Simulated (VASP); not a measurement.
Set up this calculation in VASP 6.6.1, as the native input.

```
Task                   : relaxation of cell and atoms
Functional             : PBE
Potentials or basis    : VASP PAW PBE potentials, release 64 (Ba_sv, Sc_sv)
Cutoff                 : 600 eV
k mesh                 : 8 × 8 × 8
Occupations            : gaussian, width 0.1 eV
Spin                   : no spin polarisation
Dipole correction      : no
Further INCAR settings : ALGO = Fast; EDIFF = 1e-07; IBRION = 2; EDIFFG = -0.01; NSW = 100; ISIF = 3
```

The structure of Ba3Sc lies in POSCAR:

```
Ba3Sc
1.0
    5.8164354194      0.0000000000      0.0000000000
    0.0000000000      5.8164354194      0.0000000000
    0.0000000000      0.0000000000      5.8164354194
Ba Sc
3 1
Direct
    0.0000000000      0.5000000000      0.5000000000
    0.5000000000      0.0000000000      0.5000000000
    0.5000000000      0.5000000000      0.0000000000
    0.0000000000      0.0000000000      0.0000000000
```

These files were run (other wordings do the same):

INCAR

```
PREC = Accurate ; ENCUT = 600
EDIFF = 1E-7 ; ISMEAR = 0
SIGMA = 0.1 ; LREAL = F
LASPH = T ; NELM = 100
ALGO = Fast ; ISIF = 3
LWAVE = F ; LCHARG = F
GGA = PE ; IBRION = 2
NSW = 100 ; EDIFFG = -0.01
```

KPOINTS

```
regular mesh
0
Gamma
  8 8 8
```

Potentials or basis: VASP PAW PBE potentials, release 64 (Ba_sv, Sc_sv).

The run is started by

```bash
$ cat potpaw_PBE.64/Ba_sv/POTCAR potpaw_PBE.64/Sc_sv/POTCAR > POTCAR
$ mpirun -np 1 vasp_std > vasp.out
```

Results of the run:

```
Relaxed volume                        : 49.48 Å³/atom
Relaxed cell                          : a = 5.828 Å, b = 5.828 Å, c = 5.828 Å, α = 90.00°, β = 90.00°, γ = 90.00°
Space group after relaxing (to 0.1 Å) : Pm-3m (No. 221)
Energy gained by relaxing             : 0.1 meV/atom
Ionic steps                           : 3
Pressure after relaxing               : 0.0 GPa
Band gap on the k mesh                : zero (an odd number of electrons rules out a gap without spin polarisation)
```

Caveat: spin-orbit coupling is left out, which moves the levels of the heavy elements.

Run time: 44 min on 1 thread of Intel Xeon 8259CL (shared host), peak memory 0.49 GiB.
